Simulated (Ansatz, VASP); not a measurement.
**Two plane-wave programs on BN**

The input INCAR:

```
ALGO = Normal ; EDIFF = 1E-7
ENCUT = 520 ; GGA = CA
ISIF = 2 ; ISMEAR = 0
LASPH = T ; LCHARG = F
LREAL = F ; LWAVE = F
NBANDS = 16 ; NELM = 100
PREC = Accurate ; SIGMA = 0.05
```

KPOINTS

```
k-points
0
Gamma
  12 12 4
```

Contents of POSCAR:

```
BN
1.0
    2.5039917043      0.0000000000      0.0000000000
   -1.2519958522      2.1685204268      0.0000000000
    0.0000000000      0.0000000000      6.6612000000
B N
2 2
Direct
    0.4231898611      0.6666666667      0.2500000000
    0.6667043328      0.3333333333      0.7500000000
    0.3333376158      0.6666666667      0.7500000000
    0.5972859127      0.3333333333      0.2500000000
```

Input for Ansatz:

```yaml
crystal:
  lattice:
    - [2.5039917043, 0.0, 0.0]
    - [-1.2519958522, 2.1685204268, 0.0]
    - [0.0, 0.0, 6.6612]
  atoms:
    - { symbol: B, position: [0.4231898611, 0.6666666667, 0.25] }
    - { symbol: B, position: [0.6667043328, 0.3333333333, 0.75] }
    - { symbol: "N", position: [0.3333376158, 0.6666666667, 0.75] }
    - { symbol: "N", position: [0.5972859127, 0.3333333333, 0.25] }
basis:
  ecutwfc: 420
kpoints:
  mp_grid: { grid: [12, 12, 4] }
hamiltonian:
  xc: lda
scf:
  occupations: { method: gaussian, width: 0.05 }
output:
  forces: true
  stress: true
  eigenvalues: true
  write_density: true
  write_potential: true
  elf: true
  volumetric_format: npy
```

Change from the starting cell: mode 9 (1350.8 1/cm) frozen in, largest displacement +0.225 Å.

Alike in both runs: task single point; functional LDA; k mesh 12 × 12 × 4; occupations gaussian, width 0.05 eV; no spin polarisation.

|  | VASP | Ansatz |
| --- | --- | --- |
| version | VASP 6.6.1 | Ansatz 0.2.0 |
| potentials or method | VASP PAW LDA potentials, release 64 (B, N), cutoff 520 eV | scalar-relativistic, plane waves, PAW |
| valence electrons in the cell | 16 | 16 |

Ansatz gave:

| Item | Value |
| --- | --- |
| gap on the k mesh at the Fermi level (eV) | 2.00 |
| least direct gap on the mesh (eV) | 3.18 |
| pressure (GPa) | 27.3 |
| traceless stress, the component that is largest in VASP (GPa) | -40.65 |
| rms of the force components (eV/Å) | 9.556 |

Problem. Estimate VASP's values.

Solution. gap on the k mesh at the Fermi level (eV): 1.98; least direct gap on the mesh (eV): 3.16; pressure (GPa): 27.8; traceless stress, the component that is largest in VASP (GPa): -40.94; rms of the force components (eV/Å): 9.613.

LDA's correlation is that of Perdew and Zunger in VASP and of Perdew and Wang (1992) in Ansatz. Atom by atom the forces differ by 0.060 eV/Å (rms over components).
